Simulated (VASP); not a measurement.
Input of a VASP 6.6.1 run:

INCAR

```
SYSTEM = Zr3AlN4
PREC     = Accurate       ! precision mode
ENCUT    = 520            ! plane-wave cutoff, eV
EDIFF    = 1E-6           ! SCF threshold, eV
ISMEAR   = 0              ! smearing method
SIGMA    = 0.1            ! smearing width, eV
LREAL    = .FALSE.        ! projectors in reciprocal space
LASPH    = .TRUE.         ! aspherical terms in the spheres
NELM     = 150            ! most SCF steps
ALGO     = Normal         ! electronic algorithm
ISIF     = 2              ! what is computed and relaxed
LWAVE    = .FALSE.        ! write WAVECAR
LCHARG   = .FALSE.        ! write CHGCAR
ISPIN    = 2              ! spin polarisation
MAGMOM   = 1 1 1 0 0 0 0 0 ! initial moments
LORBIT   = 11             ! projections on sites
LMAXMIX  = 4              ! l up to which the mixer works
GGA      = PE             ! functional
NBANDS   = 44             ! bands
```

The input KPOINTS:

```
regular mesh
0
G
  4 4 4
  0 0 0
```

File POSCAR:

```
Zr3AlN4
1.0
    4.8444523774      0.0000000000      0.0000000000
    0.0000000000      4.8444523774      0.0000000000
    0.0000000000      0.0000000000      4.8444523774
Zr Al N
3 1 4
Direct
    0.0000000000      0.5000000000      0.5000000000
    0.5000000000      0.0000000000      0.5000000000
    0.5000000000      0.5000000000      0.0000000000
    0.0000000000      0.0000000000      0.0000000000
    0.2325860699      0.2325860699      0.7674139301
    0.2325860699      0.7674139301      0.2325860699
    0.7674139301      0.2325860699      0.2325860699
    0.7674139301      0.7674139301      0.7674139301
```

Potentials or basis: VASP PAW PBE potentials, release 64 (Zr_sv, Al, N).

Launch:

```sh
$ cat potpaw_PBE.64/Zr_sv/POTCAR potpaw_PBE.64/Al/POTCAR potpaw_PBE.64/N/POTCAR > POTCAR
$ mpirun -np 1 vasp_std > vasp.out
```

Problem. What does it give for the largest force?

Solution. 0.033 eV/Å.

Problem. What does it give for the net moment?

Solution. 0.00 μB per cell.

Problem. Predict the pressure.

Solution. 0.1 GPa.

Forces in eV/Å, atoms in the order of the input:
```
Zr   0.000  0.000  0.000
Zr   0.000  0.000  0.000
Zr   0.000  0.000  0.000
Al   0.000  0.000  0.000
N   -0.019 -0.019  0.019
N   -0.019  0.019 -0.019
N    0.019 -0.019 -0.019
N    0.019  0.019  0.019
```
